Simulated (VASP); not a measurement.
# C (C2/m) in VASP: notebook

The runs below take C through relaxation of cell and atoms, single point, with revPBE, PBE0.

Program: VASP 6.6.1. These are calculated values, not measurements. Logs are shortened: lines on timing, memory, paths and dates and some standing lists are left out, and cuts for length are marked.

### 1 The cell of the first run

Symmetry: C2/m, No. 12, monoclinic system. Conventional cell: a = 4.255 Å, b = 2.457 Å, c = 3.765 Å, α = 90.00°, β = 111.49°, γ = 90.00°. C (site symmetry m) has 3 C at 1.42 Å within 1.9 Å.

### 2 Relaxation of cell and atoms, revPBE

File INCAR:

```
ALGO = Normal
EDIFF = 1E-7
EDIFFG = -0.01
ENCUT = 910
GGA = RE
GGA_COMPAT = F
IBRION = 2
ISIF = 3
ISMEAR = -1
LASPH = T
LCHARG = F
LREAL = F
LWAVE = F
NELM = 120
NELMIN = 4
NSW = 60
PREC = Accurate
SIGMA = 0.05
```

File KPOINTS:

```
k-points
0
Gamma
  13 13 8
```

File POSCAR:

```
C
1.0
    2.1273203072     -1.2282824400      0.0000000000
    2.1273203072      1.2282824400      0.0000000000
   -1.3790696309      0.0000000000      3.5028300786
C
2
Direct
    0.1666444700      0.1666444700      0.9999069600
    0.8333555300      0.8333555300      0.0000930400
```

Potentials or basis: VASP PAW PBE potentials, release 64 (C_h).

On the command line:

```sh
> cat potpaw_PBE.64/C_h/POTCAR > POTCAR
> mpirun -np 1 vasp_std > vasp.out
```

OUTCAR:

```text
EDIFF = 1E-7
   EDIFFG = -0.01
   ENCUT = 910
   GGA = RE
   IBRION = 2
   ISIF = 3
   ISMEAR = -1
   LASPH = T
   LREAL = F
   NELM = 120
   NELMIN = 4
   NSW = 60
   PREC = Accurate

 ion  position               nearest neighbor table
   1  0.167  0.167  1.000-   2 1.42   2 1.42   2 1.42
   2  0.833  0.833  0.000-   1 1.42   1 1.42   1 1.42

  LATTYP: Found a base centered monoclinic cell.
 ALAT       =     4.2546406144
 B/A-ratio  =     0.5773848141
 C/A-ratio  =     0.8848045598
 COS(beta)  =    -0.3663329314

  Lattice vectors:

 A1 = (   2.1273203072,  -1.2282824400,   0.0000000000)
 A2 = (   2.1273203072,   1.2282824400,   0.0000000000)
 A3 = (  -1.3790696309,   0.0000000000,   3.5028300786)

Analysis of symmetry for initial positions (statically):
=====================================================================
 Subroutine PRICEL returns:
 Original cell was already a primitive cell.

 Routine SETGRP: Setting up the symmetry group for a
 base centered monoclinic supercell.

 Subroutine GETGRP returns: Found  4 space group operations
 (whereof  4 operations were pure point group operations)
 out of a pool of  4 trial point group operations.

The static configuration has the point symmetry C_2h.

Analysis of symmetry for dynamics (positions and initial velocities):
=====================================================================
 Subroutine PRICEL returns:
 Original cell was already a primitive cell.

 Routine SETGRP: Setting up the symmetry group for a
 base centered monoclinic supercell.

 Subroutine GETGRP returns: Found  4 space group operations
 (whereof  4 operations were pure point group operations)
 out of a pool of  4 trial point group operations.

The dynamic configuration has the point symmetry C_2h.

 Subroutine INISYM returns: Found  4 space group operations
 (whereof  4 operations are pure point group operations),
 and found     1 'primitive' translations

----------------------------------------------------------------------------------------

                                     Primitive cell

  volume of cell :      18.3054

  direct lattice vectors                    reciprocal lattice vectors
     2.127320307 -1.228282440  0.000000000     0.235037478 -0.407072497  0.092534619
     2.127320307  1.228282440  0.000000000     0.235037478  0.407072497  0.092534619
    -1.379069631  0.000000000  3.502830079     0.000000000  0.000000000  0.285483446

  length of vectors
     2.456454649  2.456454649  3.764525416     0.479075453  0.479075453  0.285483446

  position of ions in fractional coordinates (direct lattice)
     0.166644470  0.166644470  0.999906960
     0.833355530  0.833355530  0.000093040

  ion indices of the primitive-cell ions
   primitive index   ion index
                 1           1
                 2           2

----------------------------------------------------------------------------------------

 KPOINTS: k-points

Automatic generation of k-mesh.
 Grid dimensions read from file:
 generate k-points for:   13   13    8

 Generating k-lattice:

  Cartesian coordinates                     Fractional coordinates (reciprocal lattice)
     0.018079806 -0.031313269  0.007118048     0.076923077 -0.000000000  0.000000000
     0.018079806  0.031313269  0.007118048    -0.000000000  0.076923077  0.000000000
     0.000000000  0.000000000  0.035685431     0.000000000  0.000000000  0.125000000

  Length of vectors
     0.036851958  0.036851958  0.035685431

  Shift w.r.t. Gamma in fractional coordinates (k-lattice)
     0.000000000  0.000000000  0.000000000

 Subroutine IBZKPT returns following result:
 ===========================================

 Found    371 irreducible k-points:

 Following reciprocal coordinates:
            Coordinates               Weight
  0.000000  0.000000  0.000000      1.000000
  0.076923 -0.000000  0.000000      4.000000
  0.153846  0.000000 -0.000000      4.000000
  0.230769 -0.000000 -0.000000      4.000000
  0.307692  0.000000 -0.000000      4.000000
  0.384615  0.000000 -0.000000      4.000000
[... 16 lines left out ...]
  0.384615  0.153846 -0.000000      4.000000
  0.461538  0.153846  0.000000      4.000000
 [... further k-points ...]
   k-points           NKPTS =    371   k-points in BZ     NKDIM =    371   number of bands    NBANDS=      8
   number of dos      NEDOS =    301   number of ions     NIONS =      2
   total plane-waves  NPLWV =  23040
   dimension x,y,z NGX =    24 NGY =   24 NGZ =   40
   dimension x,y,z NGXF=    48 NGYF=   48 NGZF=   80
   ions per type =               2
   NGX,Y,Z   is equivalent  to a cutoff of  16.24, 16.24, 17.66 a.u.
   NGXF,Y,Z  is equivalent  to a cutoff of  32.49, 32.49, 35.33 a.u.
 SYSTEM =  unknown system
   PREC   = accura    normal or accurate (medium, high low for compatibility)
   ISTART =      0    job   : 0-new  1-cont  2-samecut
   ICHARG =      2    charge: 1-file 2-atom 10-const
   ISPIN  =      1    spin polarized calculation?
   LNONCOLLINEAR =      F non collinear calculations
   LSORBIT =      F    spin-orbit coupling
   LASPH  =      T    aspherical Exc in radial PAW
   ENCUT  =  910.0 eV  66.88 Ry    8.18 a.u.   6.04  6.04  9.26*2*pi/ulx,y,z
   NELM   =    120;   NELMIN=  4; NELMDL= -5     # of ELM steps
   EDIFF  = 0.1E-06   stopping-criterion for ELM
   LREAL  =      F    real-space projection
   EDIFFG = -.1E-01   stopping-criterion for IOM
   NSW    =     60    number of steps for IOM
   IBRION =      2    ionic relax: 0-MD 1-quasi-New 2-CG
   NFREE  =      1    steps in history (QN), initial steepest desc. (CG)
   ISIF   =      3    stress and relaxation
   ISYM   =      2    0-nonsym 1-usesym 2-fastsym
   POTIM  = 0.5000    time-step for ionic-motion
   TEBEG  =    0.0;   TEEND  =   0.0 temperature during run
   PSTRESS=    0.0 pullay stress
   NELECT =       8.0000    total number of electrons
   NUPDOWN=      -1.0000    fix difference up-down
   EMIN   =  10.00;   EMAX   =-10.00  energy-range for DOS
   EFERMI =   0.00;   METHOD = LEGACY
   ISMEAR =    -1;   SIGMA  =   0.05  broadening in eV -4-tet -1-fermi 0-gaus
   EFERMI_NEDOS =   21; number of points for ismear=-14 and -15
   IALGO  =     38    algorithm
   IMIX   =      4    mixing-type and parameters
     AMIX     =   0.40;   BMIX     =  1.00
     AMIX_MAG =   1.60;   BMIX_MAG =  1.00
  volume/ion in A,a.u.               =       9.15        61.77
  Fermi-wavevector in a.u.,A,eV,Ry     =   1.242352  2.347705 20.999765  1.543439
  Thomas-Fermi vector in A             =   2.376710
   LORBIT       =      0    0 simple, 1 ext, 2 COOP (PROOUT), +10 PAW based schemes
   GGA     = RE    functional components
   LHFCALC =     F    Hartree Fock is set to
   AEXX    =    0.0000 exact exchange contribution
   IVDW    =     0    specifies the selected vdW correction
   LEPSILON=     F    determine dielectric tensor
   LRPA    =     F    only Hartree local field effects (RPA)
 conjugate gradient relaxation of ions
 non-spin polarized calculation
  energy-cutoff  :      910.00
  volume of cell :       18.31
 maximum number of plane-waves:      1160
   NGX = 13   NGY = 13   NGZ = 19

--------------------------------------- Ionic step        1  -------------------------------------------

 number of electron       8.0000000 magnetization

 Free energy of the ion-electron system (eV)
  ---------------------------------------------------
  ext. energy  EPLUGINS =         0.00000000
  ---------------------------------------------------
  free energy    TOTEN  =       -17.73991089 eV

  energy without entropy =      -17.73990990  energy(sigma->0) =      -17.73991039

------------------------ aborting loop because EDIFF is reached ----------------------------------------

  FORCE on cell =-STRESS in cart. coord.  units (eV):
  Direction    XX          YY          ZZ          XY          YZ          ZX
  --------------------------------------------------------------------------------------
  -------------------------------------------------------------------------------------
  Total        0.8987449      0.8907785      0.3957673      0.0000000      0.0000000     -0.0032281
  in kB       78.6623317     77.9650798     34.6393974      0.0000000      0.0000000     -0.2825348
  external PRESSURE =      63.7556029 kB  Pullay stress =       0.0000000 kB
[... 89 lines left out ...]
  FREE ENERGIE OF THE ION-ELECTRON SYSTEM (eV)
  ---------------------------------------------------
  free  energy   TOTEN  =       -17.7468331250 eV

  energy  without entropy=      -17.7468319150  energy(sigma->0) =      -17.74683252

[... ionic steps 4 to 9 ...]

--------------------------------------- Ionic step       10  -------------------------------------------

 number of electron       8.0000000 magnetization

------------------------ aborting loop because EDIFF is reached ----------------------------------------

  FORCE on cell =-STRESS in cart. coord.  units (eV):
  Direction    XX          YY          ZZ          XY          YZ          ZX
  --------------------------------------------------------------------------------------
  -------------------------------------------------------------------------------------
  Total       -0.0205227     -0.0024154     -0.0037110      0.0000000      0.0000000      0.0005557
  in kB       -1.5831070     -0.1863229     -0.2862640      0.0000000      0.0000000      0.0428682
  external PRESSURE =      -0.6852313 kB  Pullay stress =       0.0000000 kB
[... 57 lines left out ...]
  energy  without entropy=      -17.7675298601  energy(sigma->0) =      -17.76752991

--------------------------------------- Ionic step       12  -------------------------------------------

 number of electron       8.0000000 magnetization

 Free energy of the ion-electron system (eV)
  ---------------------------------------------------
  ext. energy  EPLUGINS =         0.00000000
  ---------------------------------------------------
  free energy    TOTEN  =       -17.76809189 eV

  energy without entropy =      -17.76809178  energy(sigma->0) =      -17.76809184

 E-fermi :   4.1540     XC(G=0):  -9.0797

 val. band max:        3.5471703960   @ k =  -0.3077   0.3077   0.0000
 cond. band min:       4.7830407009   @ k =  -0.3077   0.3846   0.3750
 fundamental gap:      1.2358703048
 Fermi energy:         4.1539635302

 k-point     1 :       0.0000    0.0000    0.0000
  band No.  band energies     occupation
      1     -15.4324      2.00000
      2      -3.0146      2.00000
      3       1.0853      2.00000
      4       1.0887      2.00000
      5       7.8206      0.00000
      6      12.4108      0.00000
      7      12.4145      0.00000
      8      15.4961      0.00000
[... 243 lines left out ...]
 k-point    24 :       0.4615    0.1538    0.0000
  band No.  band energies     occupation
      1     -11.6087      2.00000
      2      -6.6034      2.00000
      3      -3.5077      2.00000
      4       0.9701      2.00000
      5       7.4857      0.00000
      6      13.5075      0.00000
      7      13.9777      0.00000
      8      17.7535      0.00000

 [... further k-points ...]

------------------------ aborting loop because EDIFF is reached ----------------------------------------

  FORCE on cell =-STRESS in cart. coord.  units (eV):
  Direction    XX          YY          ZZ          XY          YZ          ZX
  --------------------------------------------------------------------------------------
  -------------------------------------------------------------------------------------
  Total        0.0085265      0.0131107     -0.0037604      0.0000000      0.0000000      0.0004897
  in kB        0.6579215      1.0116475     -0.2901609      0.0000000      0.0000000      0.0377880
  external PRESSURE =       0.4598027 kB  Pullay stress =       0.0000000 kB
[... 17 lines left out ...]
  FREE ENERGIE OF THE ION-ELECTRON SYSTEM (eV)
  ---------------------------------------------------
  free  energy   TOTEN  =       -17.7680918887 eV

  energy  without entropy=      -17.7680917832  energy(sigma->0) =      -17.76809184

 reached required accuracy - stopping structural energy minimisation
```

Run time: 8.1 min. Hardware: 1 thread of Intel Xeon Platinum 8259CL at 2.50GHz (Skylake/Cascade Lake), shared host; peak memory 0.23 GiB.

Results:

| Quantity | Value |
| --- | --- |
| Free energy | -17.7681 eV |
| Relaxed volume | 10.38 Å³/atom |
| Relaxed cell | a = 2.472 Å, b = 2.472 Å, c = 4.163 Å, α = 106.87°, β = 106.87°, γ = 60.00° |
| Space group after relaxing (to 0.1 Å) | R-3m (No. 166) |
| Energy gained by relaxing | 14.1 meV/atom |
| Ionic steps | 12 |
| Pressure after relaxing | 0.0 GPa |
| Largest force after relaxing | 0.009 eV/Å |

Forces in eV/Å, atoms in the order of the input:
```
C   -0.006  0.000 -0.007
C    0.006  0.000  0.007
```

Stress tensor (GPa, compression positive):
```
 0.07  0.00  0.00
 0.00  0.10  0.00
 0.00  0.00 -0.03
```

The path:
| step | energy change (eV) | largest force (eV/Å) | pressure (GPa) | volume (Å³) |
| --- | --- | --- | --- | --- |
| 1 | 0.0000 | 0.0050 | 6.38 | 18.31 |
| 2 | 0.0202 | 0.0080 | -9.84 | 19.29 |
| 3 | -0.0069 | 0.0023 | 0.54 | 18.63 |
| 4 | -0.0102 | 0.0042 | 0.46 | 18.80 |
| 5 | -0.0183 | 0.0219 | 0.24 | 19.30 |
| 6 | -0.0271 | 0.0589 | -0.18 | 20.30 |
| 7 | -0.0280 | 0.0769 | -0.39 | 20.78 |
| 8 | -0.0118 | 1.1224 | 3.57 | 20.67 |
| 9 | -0.0282 | 0.0283 | -0.08 | 20.77 |
| 10 | -0.0282 | 0.0308 | -0.07 | 20.77 |
| 11 | -0.0276 | 0.1741 | 0.66 | 20.73 |
| 12 | -0.0282 | 0.0092 | 0.05 | 20.76 |

Final structure:
```
C
1.0
     2.14106   -1.23611   -0.00208
     2.14106    1.23611   -0.00208
    -1.39137    0.00000    3.92411
C
2
Direct
  0.16669 0.16669 0.00004
  0.83331 0.83331 0.99996
```

Caveat: the cutoff is under 1.25 times the usual one of these potentials, so pressure, stress and relaxed cells hold a basis-set (Pulay) error; this functional lacks dispersion, which binds the layers, so the pressure and a relaxed spacing across them are unreliable; the PAW data sets were made with another functional, which shifts forces and pressure a little.

### 3 Single point, PBE0

This run uses another cell than the first one, of 8.60 Å³/atom.

File POSCAR:

```
C
1.0
    2.0838934217     -1.2032084158      0.0000000000
    2.0838934217      1.2032084158      0.0000000000
   -1.3509174534      0.0000000000      3.4313236862
C
2
Direct
    0.1666444700      0.1666444700      0.9999069600
    0.8333555300      0.8333555300      0.0000930400
```

File INCAR.step1:

```
  PREC = Accurate
  ENCUT = 520
  EDIFF = 1E-5
  ISMEAR = -1
  SIGMA = 0.05
  LREAL = F
  LASPH = T
  NELM = 100
  ALGO = Normal
  ISIF = 2
  LWAVE = T
  LCHARG = F
  NBANDS = 11
  GGA = PE
```

File INCAR.step2:

```
  PREC = Accurate
  ENCUT = 520
  EDIFF = 1E-6
  ISMEAR = -1
  SIGMA = 0.05
  LREAL = F
  LASPH = T
  NELM = 100
  ALGO = Normal
  ISIF = 2
  LWAVE = F
  LCHARG = F
  GGA = PE
  LHFCALC = T
  AEXX = 0.25
  PRECFOCK = Normal
  NBANDS = 11
  ISTART = 1
```

File KPOINTS:

```
regular mesh
0
Gamma
  6 6 4
```

Potentials or basis: VASP PAW PBE potentials, release 64 (C).

On the command line:

```sh
> cat potpaw_PBE.64/C/POTCAR > POTCAR
> cp INCAR.step1 INCAR
> mpirun -np 1 vasp_std > vasp.out
> cp INCAR.step2 INCAR
> mpirun -np 1 vasp_std > vasp.out
```

Wall time 13 min (1 thread of Intel Xeon 8259CL, shared host); peak memory 0.13 GiB.

Results (log left out):

```yaml
Free_energy: -22.1510 eV
Pressure: 17.6 GPa
Largest_force: 0.067 eV/Å
```

Forces in eV/Å, atoms in the order of the input:
```
C    0.006  0.000 -0.067
C   -0.006  0.000  0.067
```

Stress tensor (GPa, compression positive):
```
26.37  0.00 -0.11
 0.00 26.09  0.00
-0.11  0.00  0.32
```

Caveat: the k points lie up to 0.51 Å⁻¹ apart; this functional lacks dispersion, which binds the layers, so the pressure and a relaxed spacing across them are unreliable; the PAW data sets were made with another functional, which shifts forces and pressure a little.
